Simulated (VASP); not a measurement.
Here is a VASP 6.6.1 calculation.

The input INCAR:

```
SYSTEM = Ge5Pt3
  PREC = Accurate
  ENCUT = 500
  EDIFF = 1E-6
  ISMEAR = 0
  SIGMA = 0.1
  LREAL = .False.
  LASPH = .True.
  NELM = 120
  ALGO = Normal
  ISIF = 2
  LWAVE = .False.
  LCHARG = .False.
  GGA = PE
  NBANDS = 60
  GGA_COMPAT = .False.
```

KPOINTS

```
Automatic mesh
0
Gamma
  4 4 4
  0 0 0
```

File POSCAR:

```
Ge5Pt3
1.0
    5.2508242141      0.0000000000      0.0000000000
    0.0000000000      5.2508242141      0.0000000000
    0.0000000000      0.0000000000      5.2508242141
Ge Pt
5 3
Direct
    0.0000000000      0.0000000000      0.0000000000
    0.5000000000      0.5000000000      0.5000000000
    0.0000000000      0.5000000000      0.5000000000
    0.5000000000      0.0000000000      0.5000000000
    0.5000000000      0.5000000000      0.0000000000
    0.5000000000      0.0000000000      0.0000000000
    0.0000000000      0.5000000000      0.0000000000
    0.0000000000      0.0000000000      0.5000000000
```

Potentials or basis: VASP PAW PBE potentials, release 64 (Ge_d, Pt).

Command:

```console
$ cat potpaw_PBE.64/Ge_d/POTCAR potpaw_PBE.64/Pt/POTCAR > POTCAR
$ mpirun -np 1 vasp_std > vasp.out
```

Q: Predict the pressure.

A: 0.1 GPa.

Q: Predict the band gap on the k mesh.

A: Zero (band 50 reaches 9.78 eV, above the bottom of band 51 at 7.15 eV).

Caveat: spin-orbit coupling is left out, which moves the levels of the heavy elements.
